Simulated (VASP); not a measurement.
# GaSb (F-43m) in VASP: a series of runs

The runs below take GaSb through single point, with r2SCAN.

Program: VASP 6.6.1. These are calculated values, not measurements. Logs are shortened: lines on timing, memory, paths and dates and some standing lists are left out, and cuts for length are marked.

**1. The cell of the first run**

The structure is cubic, space group F-43m (No. 216). Conventional cell: a = 5.812 Å, b = 5.812 Å, c = 5.812 Å, α = 90.00°, β = 90.00°, γ = 90.00°. Ga (site symmetry -43m) has 4 Sb at 2.52 Å within 3.3 Å. Sb (site symmetry -43m) has 4 Ga at 2.52 Å within 3.3 Å.

**2. Single point, r2SCAN (strain -0.050 along x and y, -0.050 along z)**

Contents of POSCAR:

```
GaSb
1.0
    0.0000000000      2.9060500000      2.9060500000
    2.9060500000      0.0000000000      2.9060500000
    2.9060500000      2.9060500000      0.0000000000
Ga Sb
1 1
Direct
    0.0000000000      0.0000000000      0.0000000000
    0.7500000000      0.7500000000      0.7500000000
```

Contents of INCAR.step1:

```
SYSTEM = GaSb
PREC = Accurate ; ENCUT = 520
ISMEAR = 0 ; SIGMA = 0.05
LREAL = .False. ; LASPH = .True.
NELM = 100 ; NBANDS = 16
GGA = PE ; ALGO = Normal
EDIFF = 1E-4 ; LWAVE = .True.
LCHARG = .False.
```

Contents of INCAR.step2:

```
SYSTEM = GaSb
PREC = Accurate ; ENCUT = 520
EDIFF = 1E-6 ; ISMEAR = 0
SIGMA = 0.05 ; LREAL = .False.
LASPH = .True. ; NELM = 100
ALGO = Normal ; ISIF = 2
LWAVE = .False. ; LCHARG = .False.
METAGGA = R2SCAN ; LMIXTAU = .True.
NBANDS = 16 ; ISTART = 1
```

Contents of KPOINTS:

```
Automatic mesh
0
Gamma
  10 10 10
  0 0 0
```

Potentials or basis: VASP PAW PBE potentials, release 64 (Ga_d, Sb).

Command:

```
> cat potpaw_PBE.64/Ga_d/POTCAR potpaw_PBE.64/Sb/POTCAR > POTCAR
> cp INCAR.step1 INCAR
> mpirun -np 1 vasp_std > vasp.out
> cp INCAR.step2 INCAR
> mpirun -np 1 vasp_std > vasp.out
```

OUTCAR:

```text
SYSTEM = GaSb
   PREC = Accurate
   ENCUT = 520
   EDIFF = 1E-6
   ISMEAR = 0
   LREAL = .False.
   LASPH = .True.
   NELM = 100
   ISIF = 2
   METAGGA = R2SCAN
   ISTART = 1

 ion  position               nearest neighbor table
   1  0.000  0.000  0.000-   2 2.52   2 2.52   2 2.52   2 2.52
   2  0.750  0.750  0.750-   1 2.52   1 2.52   1 2.52   1 2.52

  LATTYP: Found a face centered cubic cell.
 ALAT       =     5.8121000000

  Lattice vectors:

 A1 = (   0.0000000000,   2.9060500000,   2.9060500000)
 A2 = (   2.9060500000,   0.0000000000,   2.9060500000)
 A3 = (   2.9060500000,   2.9060500000,   0.0000000000)

Analysis of symmetry for initial positions (statically):
=====================================================================
 Subroutine PRICEL returns:
 Original cell was already a primitive cell.

 Routine SETGRP: Setting up the symmetry group for a
 face centered cubic supercell.

 Subroutine GETGRP returns: Found 24 space group operations
 (whereof 24 operations were pure point group operations)
 out of a pool of 48 trial point group operations.

The static configuration has the point symmetry T_d .

Analysis of symmetry for dynamics (positions and initial velocities):
=====================================================================
 Subroutine PRICEL returns:
 Original cell was already a primitive cell.

 Routine SETGRP: Setting up the symmetry group for a
 face centered cubic supercell.

 Subroutine GETGRP returns: Found 24 space group operations
 (whereof 24 operations were pure point group operations)
 out of a pool of 48 trial point group operations.

The dynamic configuration has the point symmetry T_d .

 Subroutine INISYM returns: Found 24 space group operations
 (whereof 24 operations are pure point group operations),
 and found     1 'primitive' translations

----------------------------------------------------------------------------------------

                                     Primitive cell

  volume of cell :      49.0839

  direct lattice vectors                    reciprocal lattice vectors
     0.000000000  2.906050000  2.906050000    -0.172054851  0.172054851  0.172054851
     2.906050000  0.000000000  2.906050000     0.172054851 -0.172054851  0.172054851
     2.906050000  2.906050000  0.000000000     0.172054851  0.172054851 -0.172054851

  length of vectors
     4.109775323  4.109775323  4.109775323     0.298007744  0.298007744  0.298007744

  position of ions in fractional coordinates (direct lattice)
     0.000000000  0.000000000  0.000000000
     0.750000000  0.750000000  0.750000000
[... 73 lines left out ...]
   LSORBIT =      F    spin-orbit coupling
   LASPH  =      T    aspherical Exc in radial PAW
   ENCUT  =  520.0 eV  38.22 Ry    6.18 a.u.   7.64  7.64  7.64*2*pi/ulx,y,z
   NELM   =    100;   NELMIN=  2; NELMDL=  0     # of ELM steps
   EDIFF  = 0.1E-05   stopping-criterion for ELM
   LREAL  =      F    real-space projection
   EDIFFG = 0.1E-04   stopping-criterion for IOM
   NSW    =      0    number of steps for IOM
   IBRION =     -1    ionic relax: 0-MD 1-quasi-New 2-CG
   NFREE  =      0    steps in history (QN), initial steepest desc. (CG)
   ISIF   =      2    stress and relaxation
   ISYM   =      2    0-nonsym 1-usesym 2-fastsym
   POTIM  = 0.5000    time-step for ionic-motion
   TEBEG  =    0.0;   TEEND  =   0.0 temperature during run
   PSTRESS=    0.0 pullay stress
   NELECT =      18.0000    total number of electrons
   NUPDOWN=      -1.0000    fix difference up-down
   EMIN   =  10.00;   EMAX   =-10.00  energy-range for DOS
   EFERMI =   0.00;   METHOD = LEGACY
   ISMEAR =     0;   SIGMA  =   0.05  broadening in eV -4-tet -1-fermi 0-gaus
   EFERMI_NEDOS =   21; number of points for ismear=-14 and -15
   IALGO  =     38    algorithm
   IMIX   =      4    mixing-type and parameters
     AMIX     =   0.40;   BMIX     =  1.00
     AMIX_MAG =   1.60;   BMIX_MAG =  1.00
  volume/ion in A,a.u.               =      24.54       165.62
  Fermi-wavevector in a.u.,A,eV,Ry     =   1.171798  2.214376 18.682289  1.373109
  Thomas-Fermi vector in A             =   2.308236
   LORBIT       =      0    0 simple, 1 ext, 2 COOP (PROOUT), +10 PAW based schemes
   METAGGA = R2SCAN    functional components
   LHFCALC =     F    Hartree Fock is set to
   AEXX    =    0.0000 exact exchange contribution
   IVDW    =     0    specifies the selected vdW correction
   LEPSILON=     F    determine dielectric tensor
   LRPA    =     F    only Hartree local field effects (RPA)
 non-spin polarized calculation
 Gauss-broadening in eV      SIGMA  =   0.05
  energy-cutoff  :      520.00
  volume of cell :       49.08
 maximum number of plane-waves:      1363
   NGX = 15   NGY = 15   NGZ = 15

 number of electron      17.9999989 magnetization

 Free energy of the ion-electron system (eV)
  ---------------------------------------------------
  ext. energy  EPLUGINS =         0.00000000
  ---------------------------------------------------
  free energy    TOTEN  =       -37.31119363 eV

  energy without entropy =      -37.31119363  energy(sigma->0) =      -37.31119363

 E-fermi :   6.6565     XC(G=0): -10.4570

 val. band max:        6.4273524162   @ k =   0.0000   0.0000   0.0000
 cond. band min:       7.2448370132   @ k =   0.4000   0.4000   0.0000
 fundamental gap:      0.8174845970
 Fermi energy:         6.6565217537

 k-point     1 :       0.0000    0.0000    0.0000
  band No.  band energies     occupation
      1      -9.4621      2.00000
      2      -9.4621      2.00000
      3      -9.4620      2.00000
      4      -9.3741      2.00000
      5      -9.3741      2.00000
      6      -6.7415      2.00000
[... 433 lines left out ...]
      3      -9.4265      2.00000
      4      -9.3919      2.00000
      5      -9.3696      2.00000
      6      -4.6675      2.00000
[... 8 lines left out ...]
     15      17.7606      0.00000
     16      18.3142      0.00000

 [... further k-points ...]
[... 5 lines left out ...]
  --------------------------------------------------------------------------------------
  -------------------------------------------------------------------------------------
  Total        3.8681658      3.8681658      3.8681658      0.0000000      0.0000000     -0.0000000
  in kB      126.2630908    126.2630908    126.2630908      0.0000000      0.0000000     -0.0000000
  external PRESSURE =     126.2630908 kB  Pullay stress =       0.0000000 kB

 VOLUME and BASIS-vectors are now :
 -----------------------------------------------------------------------------
  energy-cutoff  :      520.00
  volume of cell :       49.08
      direct lattice vectors                 reciprocal lattice vectors
     0.000000000  2.906050000  2.906050000    -0.172054851  0.172054851  0.172054851
     2.906050000  0.000000000  2.906050000     0.172054851 -0.172054851  0.172054851
     2.906050000  2.906050000  0.000000000     0.172054851  0.172054851 -0.172054851

 POSITION                                       TOTAL-FORCE (eV/Angst)
 -----------------------------------------------------------------------------------
      0.00000      0.00000      0.00000        -0.000000     -0.000000     -0.000000
      4.35907      4.35907      4.35907         0.000000      0.000000      0.000000
 -----------------------------------------------------------------------------------
    total drift:                               -0.000002     -0.000002     -0.000002

  FREE ENERGIE OF THE ION-ELECTRON SYSTEM (eV)
  ---------------------------------------------------
  free  energy   TOTEN  =       -37.3111936253 eV

  energy  without entropy=      -37.3111936253  energy(sigma->0) =      -37.31119363
```

OSZICAR.step1:

```text
N       E                     dE             d eps       ncg     rms          rms(c)
DAV:   1     0.852644548604E+02    0.85264E+02   -0.86586E+03  1528   0.147E+03
DAV:   2    -0.551928404832E+00   -0.85816E+02   -0.82386E+02  1784   0.313E+02
DAV:   3    -0.692760161142E+01   -0.63757E+01   -0.63605E+01  1800   0.656E+01
DAV:   4    -0.703835830282E+01   -0.11076E+00   -0.11074E+00  1920   0.969E+00
DAV:   5    -0.704085847124E+01   -0.25002E-02   -0.25001E-02  1832   0.130E+00    0.386E+00
DAV:   6    -0.697993715462E+01    0.60921E-01   -0.65076E-02  2312   0.431E+00    0.237E+00
DAV:   7    -0.695799764436E+01    0.21940E-01   -0.54077E-02  1768   0.192E+00    0.376E-01
DAV:   8    -0.695897207155E+01   -0.97443E-03   -0.47553E-03  1912   0.833E-01    0.137E-01
DAV:   9    -0.695941796016E+01   -0.44589E-03   -0.78904E-04  1736   0.200E-01    0.512E-02
DAV:  10    -0.695940055835E+01    0.17402E-04   -0.24764E-05  1384   0.370E-02
   1 F= -.69594006E+01 E0= -.69594006E+01  d E =-.838042E-12
```

It took 73 s on 1 thread of Intel Xeon Platinum 8259CL at 2.50GHz (Skylake/Cascade Lake), shared host; peak memory 0.21 GiB.

Results:

```yaml
Free_energy: -37.3112 eV
Pressure: 12.6 GPa
Band_gap_on_the_k_mesh: 0.82 eV, indirect (least direct gap 1.68 eV)
```

Caveat: the cell differs from its parent crystal (strain -0.050 along x and y, -0.050 along z); the PAW data sets were made with another functional, which shifts forces and pressure a little; spin-orbit coupling is left out, which moves the levels of the heavy elements.

(Continued in part 2 of 2.)
